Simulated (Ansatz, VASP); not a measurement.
Two plane-wave programs on Li3H8

```
CELL_PARAMETERS angstrom
4.98580 0.00000 0.00000
-2.49290 4.31783 0.00000
0.00000 0.00000 3.67456
ATOMIC_POSITIONS crystal
Li 0.50447 0.49553 0.63579
Li 0.50447 0.00895 0.63579
Li 0.99105 0.49553 0.63579
H 0.72917 0.68021 0.44205
H 0.31979 0.04896 0.44205
H 0.95104 0.27083 0.44205
H 0.31979 0.27083 0.44205
H 0.95104 0.68021 0.44205
H 0.72917 0.04896 0.44205
H 0.33333 0.66667 0.19119
H 0.33333 0.66667 0.52157
```

Alike in both runs: task relaxation of cell and atoms; functional PBE; k mesh 6 × 6 × 6; occupations gaussian, width 0.1 eV; no spin polarisation.

|  | VASP | Ansatz |
| --- | --- | --- |
| version | VASP 6.6.1 | Ansatz 0.2.0 |
| potentials or method | VASP PAW PBE potentials, release 64 (Li_sv, H), cutoff 600 eV | scalar-relativistic, plane waves, PAW |
| valence electrons in the cell | 17 | 17 |

```csv
,VASP,Ansatz,Ansatz less VASP
"gap on the k mesh at the Fermi level, each at its own relaxed structure (eV)",none,none,-
relaxed volume (Å³/atom),11.37,14.64,+3.270
relaxed length of the cell vector where the two differ most in proportion (Å),4.700,5.451,+0.7516
```

A gap of «none» marks a metal or a gap that the smearing closes. One of these differences is far larger than is usual between the two programs; its cause wasn't traced.

Noted on VASP's run: the cutoff is under 1.25 times that of the potentials, so the pressure is a little rough; the volume moved by over 15 % at a fixed basis, so the end points are rough.
